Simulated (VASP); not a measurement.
The system is HfO2.

```
Hf O
1.0
     0.00000    2.55750    2.55750
     2.55750    0.00000    2.55750
     2.55750    2.55750    0.00000
Hf O
1 2
Direct
  0.00000 0.00000 0.00000
  0.25000 0.25000 0.25000
  0.75000 0.75000 0.75000
```

- Program: VASP 6.6.1
- Task: relaxation of cell and atoms
- Functional: PBE
- Potentials or basis: VASP PAW PBE potentials, release 64 (Hf_pv, O)
- Cutoff: 600 eV
- k mesh: 8 × 8 × 8
- Occupations: gaussian, width 0.02 eV
- Spin: no spin polarisation

At the start: pressure -6.2 GPa; volume 11.15 Å³/atom.

Q: How do energy, volume and symmetry change on relaxing?

A: Over 3 steps the energy falls by 5.7 meV/atom and the volume is 10.87 Å³/atom (-2.6 %); space group Fm-3m (No. 225, to 0.05 Å).

Step by step:
| step | energy change (eV) | largest force (eV/Å) | pressure (GPa) | volume (Å³) |
| --- | --- | --- | --- | --- |
| 1 | 0.0000 | 0.0000 | -6.23 | 33.46 |
| 2 | 0.0193 | 0.0000 | 10.18 | 31.40 |
| 3 | -0.0172 | 0.0000 | -0.05 | 32.60 |

Final structure:
```
Hf O
1.0
     0.00000    2.53546    2.53546
     2.53546    0.00000    2.53546
     2.53546    2.53546    0.00000
Hf O
1 2
Direct
  0.00000 0.00000 0.00000
  0.25000 0.25000 0.25000
  0.75000 0.75000 0.75000
```
